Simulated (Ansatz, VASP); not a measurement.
La2Zr2O in VASP and in Ansatz

```
La Zr O
1.0
     4.98442    0.00000    0.00000
     0.00000    4.98442    0.00000
     0.00000    0.00000    6.71123
La Zr O
2 2 1
Direct
  0.00000 0.50000 0.00000
  0.50000 0.00000 0.00000
  0.50000 0.50000 0.66937
  0.50000 0.50000 0.33063
  0.50000 0.50000 0.00000
```

Alike in both runs: task relaxation of cell and atoms; functional PBE; k mesh 8 × 8 × 6; occupations gaussian, width 0.1 eV; no spin polarisation.

```csv
,VASP,Ansatz
version,VASP 6.6.1,Ansatz 0.2.0
potentials or method,"VASP PAW PBE potentials, release 64 (La, Zr_sv, O), cutoff 600 eV","scalar-relativistic, plane waves, PAW"
valence electrons in the cell,52,52
```

VASP gave:

| Property | Result |
| --- | --- |
| gap on the k mesh at the Fermi level, each at its own relaxed structure (eV) | none |
| relaxed volume (Å³/atom) | 33.80 |
| relaxed cell length with the largest relative difference (Å) | 6.698 |

**Question.** Which values does Ansatz return?

**Answer.** gap on the k mesh at the Fermi level, each at its own relaxed structure (eV): none; relaxed volume (Å³/atom): 33.83; relaxed cell length with the largest relative difference (Å): 6.684.

A gap of «none» marks a metal or a gap that the smearing closes.

Spin-orbit coupling is off throughout.
